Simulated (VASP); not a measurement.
# Si7Ge: single point with r2SCAN

Crystal: Si7Ge.

```
Si Ge
1.0
     5.46797    0.00000    0.00000
     0.00000    5.19457    0.00000
     0.00000    0.00000    5.46797
Si Ge
7 1
Direct
  0.25243 0.25243 0.25243
  0.00000 0.50000 0.50000
  0.50000 0.50000 0.00000
  0.50000 0.00000 0.50000
  0.74757 0.25243 0.74757
  0.74757 0.74757 0.25243
  0.25243 0.74757 0.74757
  0.00000 0.00000 0.00000
```

This cell differs from its parent crystal: strain -0.0500 x Voigt [0, 1, 0, 0, 0, 0].

```
Program             : VASP 6.6.1
Task                : single point
Functional          : r2SCAN
Potentials or basis : VASP PAW PBE potentials, release 64 (Si, Ge_d)
Cutoff              : 520 eV
k mesh              : 6 × 6 × 6
Occupations         : gaussian, width 0.05 eV
Spin                : no spin polarisation
```

```
Pressure               : 5.1 GPa
Largest force          : 0.029 eV/Å
Band gap on the k mesh : 0.12 eV (least direct gap 0.17 eV)
```

Forces in eV/Å, atoms in the order of the input:
```
Si   0.003  0.029  0.003
Si   0.000  0.000  0.000
Si   0.000  0.000  0.000
Si   0.000  0.000  0.000
Si  -0.003  0.029 -0.003
Si  -0.003 -0.029  0.003
Si   0.003 -0.029 -0.003
Ge   0.000  0.000  0.000
```

Stress tensor (GPa, compression positive):
```
3.47 0.00 0.00
0.00 8.37 0.00
0.00 0.00 3.47
```

Levels at points of the mesh, in eV from the valence-band top:
```tsv
k point	band 18	band 19	band 20	band 21	band 22	band 23	band 24	band 25
(0.00, 0.00, 0.00)	-3.23	-0.35	-0.35	0.00	0.17	0.39	0.71	0.83
(0.50, 0.00, 0.00)	-2.34	-2.26	-2.17	-2.10	1.11	1.29	3.18	3.18
(0.00, 0.50, 0.00)	-2.60	-2.60	-2.48	-2.48	0.66	0.83	3.26	3.32
(0.50, 0.50, 0.00)	-1.71	-1.59	-1.52	-1.50	2.57	2.58	2.68	2.85
(0.50, 0.00, 0.50)	-2.13	-1.99	-1.94	-1.94	2.07	2.07	2.18	2.32
(0.50, 0.50, 0.50)	-1.43	-1.32	-1.32	-1.18	1.21	1.63	1.63	1.75
```

Run time: 16 min on 1 thread of Intel Xeon 8259CL, with other jobs on the host, peak memory 0.38 GiB.

Caveat: the cell differs from its parent crystal (strain -0.0500 x Voigt [0, 1, 0, 0, 0, 0]); the cell stands under pressure; semilocal functionals underestimate gaps, and a narrow one can read as zero; the PAW data sets were made with another functional, which shifts forces and pressure a little. A k mesh can miss the band edges.
